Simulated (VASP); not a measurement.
# C4N (P-3m1) in VASP: a series of runs

C4N is run at these levels: PBE; tasks: single point, relaxation of cell and atoms.

Everything below comes from runs of VASP 6.6.1. Logs are shortened: lines on timing, memory, paths and dates and some standing lists are left out, and cuts for length are marked.

### Step 1. The cell of the first run

It takes space group P-3m1 (No. 164, trigonal). The conventional cell has a = 2.705 Å, b = 2.705 Å, c = 8.697 Å, α = 90.00°, β = 90.00°, γ = 120.00°. C (site symmetry 3m) has 3 N at 1.95 Å within 2.6 Å. Within 3.5 Å of C (site symmetry 3m) lie 12 C at 2.63 to 2.70 Å. Within 2.6 Å of N (site symmetry -3m) lie 6 C at 1.95 Å.

### Step 2. Single point, PBE

The input, INCAR:

```
SYSTEM = C4N
  PREC = Accurate
  ENCUT = 520
  EDIFF = 1E-6
  ISMEAR = 0
  SIGMA = 0.1
  LREAL = .FALSE.
  LASPH = .TRUE.
  NELM = 100
  ALGO = Normal
  ISIF = 2
  LWAVE = .FALSE.
  LCHARG = .FALSE.
  GGA = PE
  NBANDS = 18
```

The input, KPOINTS:

```
regular mesh
0
G
  6 6 2
  0 0 0
```

The input, POSCAR:

```
C4N
1.0
    2.7048096600      0.0000000000      0.0000000000
   -1.3524048300      2.3424338800      0.0000000000
    0.0000000000      0.0000000000      8.6972651000
C N
4 1
Direct
    0.3333333300      0.6666666700      0.8658552800
    0.3333333300      0.6666666700      0.3767953500
    0.6666666700      0.3333333300      0.1341447200
    0.6666666700      0.3333333300      0.6232046500
    0.0000000000      0.0000000000      0.0000000000
```

Potentials or basis: VASP PAW PBE potentials, release 64 (C, N).

Launch:

```sh
$ cat potpaw_PBE.64/C/POTCAR potpaw_PBE.64/N/POTCAR > POTCAR
$ mpirun -np 1 vasp_std > vasp.out
```

OUTCAR:

```text
SYSTEM = C4N
   PREC = Accurate
   ENCUT = 520
   EDIFF = 1E-6
   ISMEAR = 0
   LREAL = .FALSE.
   LASPH = .TRUE.
   NELM = 100
   ISIF = 2
   GGA = PE

 ion  position               nearest neighbor table
   1  0.333  0.667  0.866-
   2  0.333  0.667  0.377-
   3  0.667  0.333  0.134-
   4  0.667  0.333  0.623-
   5  0.000  0.000  0.000-

  LATTYP: Found a hexagonal cell.
 ALAT       =     2.7048096600
 C/A-ratio  =     3.2154813807

  Lattice vectors:

 A1 = (   2.7048096600,   0.0000000000,   0.0000000000)
 A2 = (  -1.3524048300,   2.3424338800,   0.0000000000)
 A3 = (   0.0000000000,   0.0000000000,   8.6972651000)

Analysis of symmetry for initial positions (statically):
=====================================================================
 Subroutine PRICEL returns:
 Original cell was already a primitive cell.

 Routine SETGRP: Setting up the symmetry group for a
 hexagonal supercell.

 Subroutine GETGRP returns: Found 12 space group operations
 (whereof 12 operations were pure point group operations)
 out of a pool of 24 trial point group operations.

The static configuration has the point symmetry D_3d.

Analysis of symmetry for dynamics (positions and initial velocities):
=====================================================================
 Subroutine PRICEL returns:
 Original cell was already a primitive cell.

 Routine SETGRP: Setting up the symmetry group for a
 hexagonal supercell.

 Subroutine GETGRP returns: Found 12 space group operations
 (whereof 12 operations were pure point group operations)
 out of a pool of 24 trial point group operations.

The dynamic configuration has the point symmetry D_3d.

 Subroutine INISYM returns: Found 12 space group operations
 (whereof 12 operations are pure point group operations),
 and found     1 'primitive' translations

----------------------------------------------------------------------------------------

                                     Primitive cell

  volume of cell :      55.1045

  direct lattice vectors                    reciprocal lattice vectors
     2.704809660  0.000000000  0.000000000     0.369711782  0.213453197  0.000000000
    -1.352404830  2.342433880  0.000000000     0.000000000  0.426906394  0.000000000
     0.000000000  0.000000000  8.697265100     0.000000000  0.000000000  0.114978673

  length of vectors
     2.704809660  2.704809662  8.697265100     0.426906394  0.426906394  0.114978673

  position of ions in fractional coordinates (direct lattice)
     0.333333330  0.666666670  0.865855280
     0.333333330  0.666666670  0.376795350
     0.666666670  0.333333330  0.134144720
     0.666666670  0.333333330  0.623204650
     0.000000000  0.000000000  0.000000000

  ion indices of the primitive-cell ions
   primitive index   ion index
                 1           1
                 2           2
                 3           3
                 4           4
                 5           5

----------------------------------------------------------------------------------------

 KPOINTS: regular mesh

Automatic generation of k-mesh.
 Grid dimensions read from file:
 generate k-points for:    6    6    2

 Generating k-lattice:

  Cartesian coordinates                     Fractional coordinates (reciprocal lattice)
     0.061618630  0.035575533  0.000000000     0.166666667  0.000000000  0.000000000
     0.000000000  0.071151066  0.000000000     0.000000000  0.166666667  0.000000000
     0.000000000  0.000000000  0.057489337     0.000000000  0.000000000  0.500000000

  Length of vectors
     0.071151066  0.071151066  0.057489337

  Shift w.r.t. Gamma in fractional coordinates (k-lattice)
     0.000000000  0.000000000  0.000000000

 Subroutine IBZKPT returns following result:
 ===========================================

 Found     14 irreducible k-points:

 Following reciprocal coordinates:
            Coordinates               Weight
  0.000000  0.000000  0.000000      1.000000
  0.166667  0.000000  0.000000      6.000000
  0.333333  0.000000  0.000000      6.000000
  0.500000  0.000000  0.000000      3.000000
  0.166667  0.166667  0.000000      6.000000
  0.333333  0.166667  0.000000     12.000000
  0.333333  0.333333  0.000000      2.000000
  0.000000  0.000000  0.500000      1.000000
  0.166667  0.000000  0.500000      6.000000
  0.333333  0.000000  0.500000      6.000000
  0.500000  0.000000  0.500000      3.000000
  0.166667  0.166667  0.500000      6.000000
  0.333333  0.166667  0.500000     12.000000
  0.333333  0.333333  0.500000      2.000000
   k-points           NKPTS =     14   k-points in BZ     NKDIM =     14   number of bands    NBANDS=     18
   number of dos      NEDOS =    301   number of ions     NIONS =      5
   total plane-waves  NPLWV =  28000
   dimension x,y,z NGX =    20 NGY =   20 NGZ =   70
   dimension x,y,z NGXF=    40 NGYF=   40 NGZF=  140
   ions per type =               4   1
   NGX,Y,Z   is equivalent  to a cutoff of  12.29, 12.29, 13.38 a.u.
   NGXF,Y,Z  is equivalent  to a cutoff of  24.59, 24.59, 26.76 a.u.
 SYSTEM =  C4N
   PREC   = accura    normal or accurate (medium, high low for compatibility)
   ISTART =      0    job   : 0-new  1-cont  2-samecut
   ICHARG =      2    charge: 1-file 2-atom 10-const
   ISPIN  =      1    spin polarized calculation?
   LNONCOLLINEAR =      F non collinear calculations
   LSORBIT =      F    spin-orbit coupling
   LASPH  =      T    aspherical Exc in radial PAW
   ENCUT  =  520.0 eV  38.22 Ry    6.18 a.u.   5.03  5.03 16.17*2*pi/ulx,y,z
   NELM   =    100;   NELMIN=  2; NELMDL= -5     # of ELM steps
   EDIFF  = 0.1E-05   stopping-criterion for ELM
   LREAL  =      F    real-space projection
   EDIFFG = 0.1E-04   stopping-criterion for IOM
   NSW    =      0    number of steps for IOM
   IBRION =     -1    ionic relax: 0-MD 1-quasi-New 2-CG
   NFREE  =      0    steps in history (QN), initial steepest desc. (CG)
   ISIF   =      2    stress and relaxation
   ISYM   =      2    0-nonsym 1-usesym 2-fastsym
   POTIM  = 0.5000    time-step for ionic-motion
   TEBEG  =    0.0;   TEEND  =   0.0 temperature during run
   PSTRESS=    0.0 pullay stress
   NELECT =      21.0000    total number of electrons
   NUPDOWN=      -1.0000    fix difference up-down
   EMIN   =  10.00;   EMAX   =-10.00  energy-range for DOS
   EFERMI =   0.00;   METHOD = LEGACY
   ISMEAR =     0;   SIGMA  =   0.10  broadening in eV -4-tet -1-fermi 0-gaus
   EFERMI_NEDOS =   21; number of points for ismear=-14 and -15
   IALGO  =     38    algorithm
   IMIX   =      4    mixing-type and parameters
     AMIX     =   0.40;   BMIX     =  1.00
     AMIX_MAG =   1.60;   BMIX_MAG =  1.00
  volume/ion in A,a.u.               =      11.02        74.37
  Fermi-wavevector in a.u.,A,eV,Ry     =   1.186913  2.242941 19.167388  1.408763
  Thomas-Fermi vector in A             =   2.323076
   LORBIT       =      0    0 simple, 1 ext, 2 COOP (PROOUT), +10 PAW based schemes
   GGA     = PE    functional components
   LHFCALC =     F    Hartree Fock is set to
   AEXX    =    0.0000 exact exchange contribution
   IVDW    =     0    specifies the selected vdW correction
   LEPSILON=     F    determine dielectric tensor
   LRPA    =     F    only Hartree local field effects (RPA)
 non-spin polarized calculation
 Gauss-broadening in eV      SIGMA  =   0.10
  energy-cutoff  :      520.00
  volume of cell :       55.10
 maximum number of plane-waves:      1512
 NGX is ok and might be reduce to    20
   NGX =  9   NGY =  9   NGZ = 33

 number of electron      21.0000000 magnetization

 Free energy of the ion-electron system (eV)
  ---------------------------------------------------
  ext. energy  EPLUGINS =         0.00000000
  ---------------------------------------------------
  free energy    TOTEN  =       -22.99875246 eV

  energy without entropy =      -22.98493473  energy(sigma->0) =      -22.99184360

 E-fermi :   2.7546     XC(G=0): -10.5754

 val. band max:        2.6593610897   @ k =   0.1667   0.0000   0.5000
 cond. band min:       2.7968837103   @ k =   0.3333   0.1667   0.5000
 fundamental gap:      0.1375226205
 Fermi energy:         2.7546030224

 k-point     1 :       0.0000    0.0000    0.0000
  band No.  band energies     occupation
      1     -15.6394      2.00000
      2      -9.6249      2.00000
      3      -9.2979      2.00000
      4      -6.4778      2.00000
      5      -4.2302      2.00000
      6       1.0922      2.00000
[... 10 lines left out ...]
     17       6.4190      0.00000
     18       7.2901      0.00000

 k-point     2 :       0.1667    0.0000    0.0000
  band No.  band energies     occupation
      1     -15.0859      2.00000
      2      -9.0581      2.00000
      3      -8.7329      2.00000
      4      -6.0048      2.00000
      5      -4.0627      2.00000
      6      -1.0167      2.00000
[... 10 lines left out ...]
     17       6.3065      0.00000
     18       7.4731      0.00000

 k-point     3 :       0.3333    0.0000    0.0000
  band No.  band energies     occupation
      1     -13.5427      2.00000
      2      -7.5736      2.00000
      3      -7.1716      2.00000
      4      -5.8459      2.00000
      5      -4.6662      2.00000
      6      -1.8651      2.00000
[... 10 lines left out ...]
     17       5.9469      0.00000
     18       7.6793      0.00000

 k-point     4 :       0.5000    0.0000    0.0000
  band No.  band energies     occupation
      1     -12.1152      2.00000
      2      -8.4013      2.00000
      3      -5.4367      2.00000
      4      -5.1485      2.00000
      5      -4.1683      2.00000
      6      -3.8642      2.00000
[... 165 lines left out ...]
      4      -6.2390      2.00000
      5      -4.4663      2.00000
      6      -1.5059      2.00000
[... 10 lines left out ...]
     17       6.0124      0.00000
     18       6.9890      0.00000

 k-point    13 :       0.3333    0.1667    0.5000
  band No.  band energies     occupation
      1     -12.3006      2.00000
      2      -7.4644      2.00000
      3      -6.2232      2.00000
      4      -5.1975      2.00000
      5      -4.5122      2.00000
      6      -3.1781      2.00000
[... 10 lines left out ...]
     17       5.7518      0.00000
     18       7.4741      0.00000

 k-point    14 :       0.3333    0.3333    0.5000
  band No.  band energies     occupation
      1     -11.4345      2.00000
      2      -6.9169      2.00000
      3      -6.9169      2.00000
      4      -4.5170      2.00000
      5      -4.5170      2.00000
      6      -2.7375      2.00000
[... 10 lines left out ...]
     17       4.7845      0.00000
     18       7.9373      0.00000

------------------------ aborting loop because EDIFF is reached ----------------------------------------

  FORCE on cell =-STRESS in cart. coord.  units (eV):
  Direction    XX          YY          ZZ          XY          YZ          ZX
  --------------------------------------------------------------------------------------
  -------------------------------------------------------------------------------------
  Total       -9.1429363     -9.1429363    -12.1658373      0.0000000      0.0000000      0.0000000
  in kB     -265.8333841   -265.8333846   -353.7250596      0.0000000      0.0000000      0.0000000
  external PRESSURE =    -295.1306094 kB  Pullay stress =       0.0000000 kB

 VOLUME and BASIS-vectors are now :
 -----------------------------------------------------------------------------
  energy-cutoff  :      520.00
  volume of cell :       55.10
      direct lattice vectors                 reciprocal lattice vectors
     2.704809660  0.000000000  0.000000000     0.369711782  0.213453197  0.000000000
    -1.352404830  2.342433880  0.000000000     0.000000000  0.426906394  0.000000000
     0.000000000  0.000000000  8.697265100     0.000000000  0.000000000  0.114978673

 POSITION                                       TOTAL-FORCE (eV/Angst)
 -----------------------------------------------------------------------------------
     -0.00000      1.56162      7.53057         0.000000      0.000000      1.933504
     -0.00000      1.56162      3.27709        -0.000000      0.000000      0.146239
      1.35240      0.78081      1.16669        -0.000000      0.000000     -1.933504
      1.35240      0.78081      5.42018         0.000000     -0.000000     -0.146239
      0.00000      0.00000      0.00000         0.000000      0.000000     -0.000000
 -----------------------------------------------------------------------------------
    total drift:                                0.000000      0.000000      0.000000

  FREE ENERGIE OF THE ION-ELECTRON SYSTEM (eV)
  ---------------------------------------------------
  free  energy   TOTEN  =       -22.9987524647 eV

  energy  without entropy=      -22.9849347270  energy(sigma->0) =      -22.99184360
```

Wall time 9.4 s (1 thread of Intel Xeon Platinum 8488C (Sapphire Rapids), shared host); peak memory 0.16 GiB.

Results:

* Free energy: -22.9988 eV
* Pressure: -29.5 GPa
* Largest force: 1.934 eV/Å

Forces on the atoms (eV/Å):
```
C    0.000  0.000  1.934
C    0.000  0.000  0.146
C    0.000  0.000 -1.934
C    0.000  0.000 -0.146
N    0.000  0.000  0.000
```

Caveat: the k points lie up to 0.45 Å⁻¹ apart; forces of over 1 eV/Å act on the atoms, so gaps and moduli don't describe the material at rest.

(Continued in part 2 of 2.)
